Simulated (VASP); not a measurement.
Wanted: the native input for a VASP 6.6.1 run.

| Quantity | Value |
| --- | --- |
| Task | single point |
| Functional | PBEsol |
| Potentials or basis | VASP PAW PBE potentials, release 64 (Au) |
| Cutoff | 520 eV |
| k mesh | 12 × 12 × 12 |
| Occupations | fermi-dirac, width 0.06 eV |
| Spin | no spin polarisation |
| Dipole correction | no |
| Further INCAR settings | ALGO = Normal; EDIFF = 1e-06; NBANDS = 12 |

The structure of Au lies in POSCAR:

```
Au
1.0
    0.0000000000      2.0568105000      2.0568105000
    2.0568105000      0.0000000000      2.0568105000
    2.0568105000      2.0568105000      0.0000000000
Au
1
Direct
    0.0000000000      0.0000000000      0.0000000000
```

One way to write it, as run:

INCAR

```
PREC = Accurate
ENCUT = 520
EDIFF = 1E-6
ISMEAR = -1
SIGMA = 0.06
LREAL = F
LASPH = T
NELM = 60
ALGO = Normal
ISIF = 2
LWAVE = F
LCHARG = F
GGA = PS
NBANDS = 12
```

KPOINTS

```
regular mesh
0
Gamma
  12 12 12
```

Potentials or basis: VASP PAW PBE potentials, release 64 (Au).

Command:

```console
$ cat potpaw_PBE.64/Au/POTCAR > POTCAR
$ mpirun -np 1 vasp_std > vasp.out
```

It gave:

```yaml
Pressure: -3.9 GPa
```

Caveat: the PAW data sets were made with another functional, which shifts forces and pressure a little.

Run time: 5.1 s on 1 thread of Intel Xeon 6975P-C, with other jobs on the host, peak memory 0.15 GiB.
